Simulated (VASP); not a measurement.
Ir:

```xyz
2
Lattice="2.7514 0.0000 0.0000 -1.3757 2.3828 0.0000 0.0000 0.0000 4.4623" Properties=species:S:1:pos:R:3 pbc="T T T"
Ir    1.3757    0.7943    3.3467
Ir    0.0000    1.5885    1.1156
```

This isn't the form of Ir at room conditions, which is fcc.

| Property | Result |
| --- | --- |
| Program | VASP 6.6.1 |
| Task | relaxation of volume and atoms at fixed shape |
| Functional | PBEsol |
| Potentials or basis | VASP PAW PBE potentials, release 64 (Ir) |
| Cutoff | 600 eV |
| k mesh | 17 × 17 × 9 |
| Occupations | gaussian, width 0.05 eV |
| Spin | no spin polarisation |

At the start: pressure -11.8 GPa; volume 14.63 Å³/atom.

Problem. Where does the relaxation end?

Solution. Over 4 steps the energy falls by 18.4 meV/atom and the volume is 14.15 Å³/atom (-3.2 %); space group P6_3/mmc (No. 194, to 0.1 Å) before and after.

The path:
| step | energy change (eV) | largest force (eV/Å) | pressure (GPa) | volume (Å³) |
| --- | --- | --- | --- | --- |
| 1 | 0.0000 | 0.0000 | -11.80 | 29.25 |
| 2 | 0.5876 | 0.0000 | 67.41 | 24.92 |
| 3 | -0.0366 | 0.0000 | -0.72 | 28.35 |
| 4 | -0.0367 | 0.0000 | -0.15 | 28.30 |

Final structure:
```
CELL_PARAMETERS angstrom
2.72128 0.00000 0.00000
-1.36064 2.35670 0.00000
0.00000 0.00000 4.41348
ATOMIC_POSITIONS crystal
Ir 0.66667 0.33333 0.75000
Ir 0.33333 0.66667 0.25000
```

Caveat: the PAW data sets were made with another functional, which shifts forces and pressure a little.
